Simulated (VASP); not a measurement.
Ga:

```xyz
2
Lattice="1.4204 -3.9820 0.0000 1.4204 3.9820 0.0000 0.0000 0.0000 3.1053" Properties=species:S:1:pos:R:3 pbc="T T T"
Ga    1.4204    2.9228    2.3290
Ga    1.4204   -2.9228    0.7763
```

This cell differs from its parent crystal: volume scaled by 0.94.

Base run:

| Item | Value |
| --- | --- |
| Program | VASP 6.6.1 |
| Functional | PBE |
| Potentials or basis | VASP PAW PBE potentials, release 64 (Ga_d) |
| Cutoff | 520 eV |
| k mesh | 10 × 10 × 8 |
| Occupations | fermi-dirac, width 0.05 eV |
| Spin | no spin polarisation |

Its results: band gap on the k mesh zero (band 13 reaches 11.60 eV, above the bottom of band 14 at 1.72 eV); pressure 5.6 GPa; largest force 0.239 eV/Å.

**Question.** The run is repeated on the same cell with these changes: functional from PBE to r2SCAN; further incar settings from ALGO = Fast; EDIFF = 1e-07; NBANDS = 20 to ALGO = Normal; EDIFF = 1e-06; NBANDS = 20. What comes out?

**Answer.** Band gap on the k mesh zero (band 13 reaches 11.75 eV, above the bottom of band 14 at 1.39 eV); pressure 2.2 GPa; largest force 0.274 eV/Å.

Caveats: the PAW data sets were made with another functional, which shifts forces and pressure a little (some runs).
